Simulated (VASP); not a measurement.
Crystal: BN (Qingsongite).

```
CELL_PARAMETERS angstrom
0.00000 1.80482 1.80482
1.80482 0.00000 1.80482
1.80482 1.80482 0.00000
ATOMIC_POSITIONS crystal
B 0.00000 0.00000 0.00000
N 0.25000 0.25000 0.25000
```

Base run:

| Quantity | Value |
| --- | --- |
| Program | VASP 6.6.1 |
| Functional | r2SCAN |
| Potentials or basis | VASP PAW PBE potentials, release 64 (B_h, N_h) |
| Cutoff | 910 eV |
| k mesh | 10 × 10 × 10 |
| Occupations | fermi-dirac, width 0.02 eV |
| Spin | no spin polarisation |

Its results: band gap on the k mesh 5.00 eV, indirect (least direct gap 9.57 eV); pressure -0.5 GPa.

The run is repeated on the same cell with these changes: potentials or basis from VASP PAW PBE potentials, release 64 (B_h, N_h) to VASP PAW PBE potentials, release 64 (B, N); cutoff from 910 eV to 520 eV; further incar settings from ALGO = Normal; EDIFF = 1e-06; NBANDS = 11 to ALGO = Normal; EDIFF = 1e-07; NBANDS = 11. What comes out?

Band gap on the k mesh 4.98 eV, indirect (least direct gap 9.55 eV); pressure 1.1 GPa.

Caveats: the PAW data sets were made with another functional, which shifts forces and pressure a little; the cutoff is under 1.25 times the usual one of these potentials, so pressure, stress and relaxed cells hold a basis-set (Pulay) error (some runs).

A k mesh can miss the band edges.
